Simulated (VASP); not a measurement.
Input of a VASP 6.6.1 run:

The input INCAR:

```
SYSTEM = Ta3AsAu2O13
PREC     = Accurate       ! precision mode
ENCUT    = 520            ! plane-wave cutoff, eV
EDIFF    = 1E-6           ! SCF threshold, eV
ISMEAR   = -1             ! smearing method
SIGMA    = 0.05           ! smearing width, eV
LREAL    = Auto         
LASPH    = .TRUE.         ! aspherical terms in the spheres
NELM     = 100            ! most SCF steps
ALGO     = Normal         ! electronic algorithm
ISIF     = 2              ! what is computed and relaxed
LWAVE    = .FALSE.        ! write WAVECAR
LCHARG   = .FALSE.        ! write CHGCAR
GGA      = PS             ! functional
NBANDS   = 84             ! bands
```

The input KPOINTS:

```
regular mesh
0
G
  4 3 3
  0 0 0
```

POSCAR

```
Ta3AsAu2O13
1.0
    5.6512465917      0.0148431699      0.0095140970
    1.3105153549      6.1747437708     -0.0231581892
    0.2969364268      1.2416149237      8.2327812113
Ta As Au O
3 1 2 13
Direct
    0.2178827605      0.3046976775      0.5831589175
    0.0312071812      0.1137157998      1.0007953786
    0.5831227658      0.6193152925      0.5028764459
    0.5898558390      0.8978078242      0.8307319863
    0.5768202919      0.0936620717      0.1880010104
    0.0441490695      0.8183776329      0.4464409965
    0.6643795401      0.6940072733      0.7109334846
    0.5201407615      0.1343945438      0.6949128215
    0.8554314338      0.8877868768      0.9193940073
    0.3447945818      0.8736333715      0.9479474028
    0.7236912983      0.2964389123      0.0332694163
    0.2430024271      0.2223165378      0.1154237759
    0.1287930168      0.0896045777      0.4914266886
    0.4830887209      0.3846271869      0.4311039617
    0.0586656093      0.2699782273      0.7868158953
    0.9364418349      0.5301307306      0.4519599905
    0.4979601472      0.8506400011      0.3472779302
    0.2514928397      0.6288713965      0.6250954201
    0.9176098805      0.9528740658      0.2274344699
```

Potentials or basis: VASP PAW PBE potentials, release 64 (Ta_pv, As, Au, O).

Command:

```console
$ cat potpaw_PBE.64/Ta_pv/POTCAR potpaw_PBE.64/As/POTCAR potpaw_PBE.64/Au/POTCAR potpaw_PBE.64/O/POTCAR > POTCAR
$ mpirun -np 1 vasp_std > vasp.out
```

Question: Predict the largest force.

Answer: 0.447 eV/Å.

Question: Predict the band gap on the k mesh.

Answer: 1.40 eV (least direct gap 1.46 eV).

Question: Estimate the pressure.

Answer: 1.1 GPa.

Stress tensor (GPa, compression positive):
```
 1.28  0.08  0.03
 0.08  0.99 -0.07
 0.03 -0.07  1.06
```

Caveat: the PAW data sets were made with another functional, which shifts forces and pressure a little; spin-orbit coupling is left out, which moves the levels of the heavy elements; an odd mesh through Γ misses points on the zone boundary, where band edges can lie.
